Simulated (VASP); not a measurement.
A run of VASP 6.6.1 is set up as follows.

INCAR

```
ALGO     = Normal         # electronic algorithm
EDIFF    = 1E-6           # SCF threshold, eV
ENCUT    = 520            # plane-wave cutoff, eV
GGA      = PE             # functional
ISIF     = 2              # what is computed and relaxed
ISMEAR   = 0              # smearing method
LASPH    = T              # aspherical terms in the spheres
LCHARG   = T              # write CHGCAR
LELF     = T              # ELF
LREAL    = F              # projectors in reciprocal space
LVHAR    = T            
LWAVE    = F              # write WAVECAR
NBANDS   = 22             # bands
NELM     = 100            # most SCF steps
PREC     = Accurate       # precision mode
SIGMA    = 0.02           # smearing width, eV
```

Contents of KPOINTS:

```
k-points
0
Gamma
  9 9 4
```

Contents of POSCAR:

```
Cl
1.0
    4.4564513466      0.0000000000      0.0000000000
   -2.2282256733      3.8594000769      0.0000000000
    0.0000000000      0.0000000000      9.2365460316
Cl
4
Direct
    0.3333333333      0.6666666667      0.3588245827
    0.6666666667      0.3333333333      0.8588245827
    0.6666666667      0.3333333333      0.6411754173
    0.3333333333      0.6666666667      0.1411754173
```

Potentials or basis: VASP PAW PBE potentials, release 64 (Cl).

Run with:

```sh
$ cat potpaw_PBE.64/Cl/POTCAR > POTCAR
$ mpirun -np 1 vasp_std > vasp.out
```

(1) Estimate the largest force.

(2) Predict the band gap on the k mesh.

(3) What does it give for the pressure?

Results:

(1) 0.185 eV/Å.

(2) 2.10 eV (least direct gap 2.12 eV).

(3) -0.3 GPa.

Caveat: this functional lacks dispersion, which holds the molecules together, so the pressure and a relaxed volume are unreliable; an odd mesh through Γ misses points on the zone boundary, where band edges can lie.
